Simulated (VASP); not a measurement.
A run of VASP 6.6.1 is set up as follows.

The input POSCAR:

```
InPd
1.0
    3.2718850000      0.0000000000      0.0000000000
    0.0000000000      3.2718850000      0.0000000000
    0.0000000000      0.0000000000      3.2718850000
In Pd
1 1
Direct
    0.0000000000      0.0000000000      0.0000000000
    0.5000000000      0.5000000000      0.5000000000
```

INCAR.step1

```
SYSTEM = InPd
PREC = Accurate
ENCUT = 550
ISMEAR = -1
SIGMA = 0.1
LREAL = .False.
LASPH = .True.
NELM = 120
NBANDS = 18
GGA = PE
ALGO = Normal
EDIFF = 1E-5
LWAVE = .True.
LCHARG = .False.
GGA_COMPAT = .False.
```

The input INCAR.step2:

```
SYSTEM = InPd
PREC = Accurate
ENCUT = 550
EDIFF = 1E-6
ISMEAR = -1
SIGMA = 0.1
LREAL = .False.
LASPH = .True.
NELM = 120
ALGO = Normal
ISIF = 2
LWAVE = .False.
LCHARG = .False.
METAGGA = R2SCAN
LMIXTAU = .True.
NBANDS = 18
ISTART = 1
GGA_COMPAT = .False.
```

KPOINTS

```
regular mesh
0
Gamma
  7 7 7
  0 0 0
```

Potentials or basis: VASP PAW PBE potentials, release 64 (In_d, Pd).

The run is started by

```console
$ cat potpaw_PBE.64/In_d/POTCAR potpaw_PBE.64/Pd/POTCAR > POTCAR
$ cp INCAR.step1 INCAR
$ mpirun -np 1 vasp_std > vasp.out
$ cp INCAR.step2 INCAR
$ mpirun -np 1 vasp_std > vasp.out
```

(1) Predict the pressure.

(2) What does it give for the band gap on the k mesh?

## Answers

(1) 0.0 GPa.

(2) zero (an odd number of electrons rules out a gap without spin polarisation).

Caveat: the PAW data sets were made with another functional, which shifts forces and pressure a little; spin-orbit coupling is left out, which moves the levels of the heavy elements.
